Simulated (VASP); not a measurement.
# Br (Fm-3m) in VASP: further runs, part 2 of 2

VASP 6.6.1. Earlier steps stand in the parts before.

## (5) Single point, LDA (volume scaled by 0.78)

File INCAR:

```
PREC     = Accurate       # precision mode
ENCUT    = 520            # plane-wave cutoff, eV
EDIFF    = 1E-7           # SCF threshold, eV
ISMEAR   = -1             # smearing method
SIGMA    = 0.1            # smearing width, eV
LREAL    = F              # projectors in reciprocal space
LASPH    = T              # aspherical terms in the spheres
NELM     = 60             # most SCF steps
ALGO     = Normal         # electronic algorithm
ISIF     = 2              # what is computed and relaxed
LWAVE    = F              # write WAVECAR
LCHARG   = T              # write CHGCAR
LELF     = T              # ELF
LVHAR    = T            
NBANDS   = 10             # bands
```

File KPOINTS:

```
Automatic mesh
0
Gamma
  14 14 14
```

File POSCAR:

```
Br
1.0
    0.0000000000      2.0762177807      2.0762177807
    2.0762177807      0.0000000000      2.0762177807
    2.0762177807      2.0762177807      0.0000000000
Br
1
Direct
    0.0000000000      0.0000000000      0.0000000000
```

Potentials or basis: VASP PAW LDA potentials, release 64 (Br).

The run is started by

```bash
> cat potpaw_LDA.64/Br/POTCAR > POTCAR
> mpirun -np 1 vasp_std > vasp.out
```

OUTCAR:

```text
PREC = Accurate
   ENCUT = 520
   EDIFF = 1E-7
   ISMEAR = -1
   LREAL = F
   LASPH = T
   NELM = 60
   ISIF = 2

 ion  position               nearest neighbor table
   1  0.000  0.000  0.000-

  LATTYP: Found a face centered cubic cell.
 ALAT       =     4.1524355614

  Lattice vectors:

 A1 = (   0.0000000000,   2.0762177807,   2.0762177807)
 A2 = (   2.0762177807,   0.0000000000,   2.0762177807)
 A3 = (   2.0762177807,   2.0762177807,   0.0000000000)

Analysis of symmetry for initial positions (statically):
=====================================================================
 Subroutine PRICEL returns:
 Original cell was already a primitive cell.

 Routine SETGRP: Setting up the symmetry group for a
 face centered cubic supercell.

 Subroutine GETGRP returns: Found 48 space group operations
 (whereof 48 operations were pure point group operations)
 out of a pool of 48 trial point group operations.

The static configuration has the point symmetry O_h .

Analysis of symmetry for dynamics (positions and initial velocities):
=====================================================================
 Subroutine PRICEL returns:
 Original cell was already a primitive cell.

 Routine SETGRP: Setting up the symmetry group for a
 face centered cubic supercell.

 Subroutine GETGRP returns: Found 48 space group operations
 (whereof 48 operations were pure point group operations)
 out of a pool of 48 trial point group operations.

The dynamic configuration has the point symmetry O_h .

 Subroutine INISYM returns: Found 48 space group operations
 (whereof 48 operations are pure point group operations),
 and found     1 'primitive' translations

----------------------------------------------------------------------------------------

                                     Primitive cell

  volume of cell :      17.8998

  direct lattice vectors                    reciprocal lattice vectors
     0.000000000  2.076217781  2.076217781    -0.240822521  0.240822521  0.240822521
     2.076217781  0.000000000  2.076217781     0.240822521 -0.240822521  0.240822521
     2.076217781  2.076217781  0.000000000     0.240822521  0.240822521 -0.240822521

  length of vectors
     2.936215344  2.936215344  2.936215344     0.417116842  0.417116842  0.417116842

  position of ions in fractional coordinates (direct lattice)
     0.000000000  0.000000000  0.000000000

  ion indices of the primitive-cell ions
   primitive index   ion index
                 1           1

----------------------------------------------------------------------------------------

 KPOINTS: Automatic mesh

Automatic generation of k-mesh.
 Grid dimensions read from file:
 generate k-points for:   14   14   14

 Generating k-lattice:

  Cartesian coordinates                     Fractional coordinates (reciprocal lattice)
    -0.017201609  0.017201609  0.017201609     0.071428571  0.000000000  0.000000000
     0.017201609 -0.017201609  0.017201609     0.000000000  0.071428571  0.000000000
     0.017201609  0.017201609 -0.017201609     0.000000000  0.000000000  0.071428571

  Length of vectors
     0.029794060  0.029794060  0.029794060

  Shift w.r.t. Gamma in fractional coordinates (k-lattice)
     0.000000000  0.000000000  0.000000000

 Subroutine IBZKPT returns following result:
 ===========================================

 Found    104 irreducible k-points:

 Following reciprocal coordinates:
            Coordinates               Weight
  0.000000  0.000000  0.000000      1.000000
  0.071429  0.000000  0.000000      8.000000
  0.142857  0.000000  0.000000      8.000000
  0.214286  0.000000  0.000000      8.000000
  0.285714  0.000000  0.000000      8.000000
  0.357143  0.000000  0.000000      8.000000
[... 16 lines left out ...]
  0.214286  0.142857  0.000000     24.000000
  0.285714  0.142857  0.000000     24.000000
 [... further k-points ...]
   k-points           NKPTS =    104   k-points in BZ     NKDIM =    104   number of bands    NBANDS=     10
   number of dos      NEDOS =    301   number of ions     NIONS =      1
   total plane-waves  NPLWV =  13824
   dimension x,y,z NGX =    24 NGY =   24 NGZ =   24
   dimension x,y,z NGXF=    48 NGYF=   48 NGZF=   48
   ions per type =               1
   NGX,Y,Z   is equivalent  to a cutoff of  13.59, 13.59, 13.59 a.u.
   NGXF,Y,Z  is equivalent  to a cutoff of  27.18, 27.18, 27.18 a.u.
 SYSTEM =  unknown system
   PREC   = accura    normal or accurate (medium, high low for compatibility)
   ISTART =      0    job   : 0-new  1-cont  2-samecut
   ICHARG =      2    charge: 1-file 2-atom 10-const
   ISPIN  =      1    spin polarized calculation?
   LNONCOLLINEAR =      F non collinear calculations
   LSORBIT =      F    spin-orbit coupling
   LASPH  =      T    aspherical Exc in radial PAW
   ENCUT  =  520.0 eV  38.22 Ry    6.18 a.u.   5.46  5.46  5.46*2*pi/ulx,y,z
   NELM   =     60;   NELMIN=  2; NELMDL= -5     # of ELM steps
   EDIFF  = 0.1E-06   stopping-criterion for ELM
   LREAL  =      F    real-space projection
   EDIFFG = 0.1E-05   stopping-criterion for IOM
   NSW    =      0    number of steps for IOM
   IBRION =     -1    ionic relax: 0-MD 1-quasi-New 2-CG
   NFREE  =      0    steps in history (QN), initial steepest desc. (CG)
   ISIF   =      2    stress and relaxation
   ISYM   =      2    0-nonsym 1-usesym 2-fastsym
   POTIM  = 0.5000    time-step for ionic-motion
   TEBEG  =    0.0;   TEEND  =   0.0 temperature during run
   PSTRESS=    0.0 pullay stress
   NELECT =       7.0000    total number of electrons
   NUPDOWN=      -1.0000    fix difference up-down
   EMIN   =  10.00;   EMAX   =-10.00  energy-range for DOS
   EFERMI =   0.00;   METHOD = LEGACY
   ISMEAR =    -1;   SIGMA  =   0.10  broadening in eV -4-tet -1-fermi 0-gaus
   EFERMI_NEDOS =   21; number of points for ismear=-14 and -15
   IALGO  =     38    algorithm
   IMIX   =      4    mixing-type and parameters
     AMIX     =   0.40;   BMIX     =  1.00
     AMIX_MAG =   1.60;   BMIX_MAG =  1.00
  volume/ion in A,a.u.               =      17.90       120.79
  Fermi-wavevector in a.u.,A,eV,Ry     =   1.197176  2.262334 19.500278  1.433230
  Thomas-Fermi vector in A             =   2.333097
   LORBIT       =      0    0 simple, 1 ext, 2 COOP (PROOUT), +10 PAW based schemes
   GGA     = CA    functional components
   LHFCALC =     F    Hartree Fock is set to
   AEXX    =    0.0000 exact exchange contribution
   IVDW    =     0    specifies the selected vdW correction
   LEPSILON=     F    determine dielectric tensor
   LRPA    =     F    only Hartree local field effects (RPA)
 non-spin polarized calculation
  energy-cutoff  :      520.00
  volume of cell :       17.90
 maximum number of plane-waves:       531
 NGX is ok and might be reduce to    24
   NGX = 11   NGY = 11   NGZ = 11

 number of electron       6.9999999 magnetization

 Free energy of the ion-electron system (eV)
  ---------------------------------------------------
  ext. energy  EPLUGINS =         0.00000000
  ---------------------------------------------------
  free energy    TOTEN  =        -1.37598389 eV

  energy without entropy =       -1.34699704  energy(sigma->0) =       -1.36149047

 E-fermi :   6.6163     XC(G=0): -11.4476

 val. band max:        6.5895316802   @ k =  -0.3571   0.2143   0.0000
 cond. band min:       6.6281837840   @ k =   0.5000   0.0714   0.0000
 fundamental gap:      0.0386521038
 Fermi energy:         6.6162795641

 k-point     1 :       0.0000    0.0000    0.0000
  band No.  band energies     occupation
      1     -11.9367      2.00000
      2       8.4088      0.00000
      3       8.4088      0.00000
      4       8.4088      0.00000
      5      17.6071      0.00000
      6      19.1218      0.00000
      7      19.1218      0.00000
      8      19.1218      0.00000
      9      23.3914      0.00000
     10      25.0342      0.00000

 k-point     2 :       0.0714    0.0000    0.0000
  band No.  band energies     occupation
      1     -11.8319      2.00000
      2       7.7080      0.00004
      3       8.3295      0.00000
      4       8.3295      0.00000
      5      17.9165      0.00000
      6      18.8790      0.00000
      7      19.3174      0.00000
      8      19.3174      0.00000
      9      24.3749      0.00000
     10      24.3894      0.00000
[... 274 lines left out ...]
 k-point    24 :       0.2857    0.1429    0.0000
  band No.  band energies     occupation
      1     -10.4736      2.00000
      2       3.3976      2.00000
      3       6.7023      0.59467
      4       6.7877      0.30530
      5      16.0045      0.00000
      6      17.8191      0.00000
      7      20.4316      0.00000
      8      21.5605      0.00000
      9      25.3450      0.00000
     10      26.3367      0.00000

 [... further k-points ...]
[... 5 lines left out ...]
  --------------------------------------------------------------------------------------
  -------------------------------------------------------------------------------------
  Total        2.4490663      2.4490663      2.4490663      0.0000000      0.0000000     -0.0000000
  in kB      219.2110345    219.2110345    219.2110345      0.0000000      0.0000000     -0.0000000
  external PRESSURE =     219.2110345 kB  Pullay stress =       0.0000000 kB

 VOLUME and BASIS-vectors are now :
 -----------------------------------------------------------------------------
  energy-cutoff  :      520.00
  volume of cell :       17.90
      direct lattice vectors                 reciprocal lattice vectors
     0.000000000  2.076217781  2.076217781    -0.240822521  0.240822521  0.240822521
     2.076217781  0.000000000  2.076217781     0.240822521 -0.240822521  0.240822521
     2.076217781  2.076217781  0.000000000     0.240822521  0.240822521 -0.240822521

 POSITION                                       TOTAL-FORCE (eV/Angst)
 -----------------------------------------------------------------------------------
      0.00000      0.00000      0.00000         0.000000      0.000000     -0.000000
 -----------------------------------------------------------------------------------
    total drift:                                0.000000     -0.000000     -0.000000

  FREE ENERGIE OF THE ION-ELECTRON SYSTEM (eV)
  ---------------------------------------------------
  free  energy   TOTEN  =        -1.3759838857 eV

  energy  without entropy=       -1.3469970450  energy(sigma->0) =       -1.36149047
```

It took 8.2 s on 1 thread of Intel Xeon 6975P-C, shared host; peak memory 0.13 GiB.

Results:

```
Free energy : -1.3760 eV
Pressure    : 21.9 GPa
```

Levels at points of the mesh, in eV from the Fermi level:
```
           k point  band 1  band 2  band 3  band 4  band 5  band 6  band 7  band 8
(0.00, 0.00, 0.00)  -18.55    1.79    1.79    1.79   10.99   12.51   12.51   12.51
(0.50, 0.00, 0.00)  -15.37   -7.99    0.55    0.55    8.51   11.59   11.59   15.15
(0.50, 0.50, 0.00)  -14.17   -7.11   -1.99   -1.99    4.95    6.05   23.66   24.18
```

Caveat: an odd number of electrons without spin polarisation forces a metal; a magnetic or distorted state may lie lower.

## (6) The runs side by side

```tsv
cell	gap on the mesh (eV)	pressure (GPa)
a = 2.660 Å, angles 60.0°, 1 atom	none	95.7
a = 2.805 Å, angles 60.0°, 1 atom	none	47.0
a = 2.936 Å, angles 60.0°, 1 atom	none	21.9
```

Alike in all rows: task single point; level LDA; potentials or basis VASP PAW LDA potentials, release 64 (Br); no spin polarisation; k mesh 14 × 14 × 14; cutoff (eV) 520; smearing fermi-dirac 0.1 eV.

Caveats: an odd number of electrons without spin polarisation forces a metal; a magnetic or distorted state may lie lower.

Absolute energies hang on the potentials; compare differences alone.
